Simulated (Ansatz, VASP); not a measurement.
TaTl in VASP and in Ansatz

```xyz
2
Lattice="0.0000 2.8428 2.8428 2.8428 0.0000 2.8428 2.8428 2.8428 0.0000" Properties=species:S:1:pos:R:3 pbc="T T T"
Ta    0.0000    0.0000    0.0000
Tl    2.8428    2.8428    2.8428
```

Alike in both runs: functional PBE; k mesh 16 × 16 × 16; occupations gaussian, width 0.1 eV; no spin polarisation.

Ansatz relaxed the structure, and its values are those at the end. VASP's run is a single point on that final structure, the one shown.

|  | VASP | Ansatz |
| --- | --- | --- |
| version | VASP 6.6.1 | Ansatz 0.2.0 |
| potentials or method | VASP PAW PBE potentials, release 64 (Ta_pv, Tl_d), cutoff 520 eV | scalar-relativistic, plane waves, PAW |
| valence electrons in the cell | 24 | 26 |

```tsv
	VASP	Ansatz	Ansatz less VASP
gap on the k mesh at the Fermi level (eV)	none	none	-
pressure (GPa)	-0.1	0.0	+0.05
```

A gap of «none» marks a metal or a gap that the smearing closes. VASP's potentials hold 24 valence electrons a cell and Ansatz's 26, so a difference there can come from the potentials and not from the codes.

Spin-orbit coupling is off throughout.
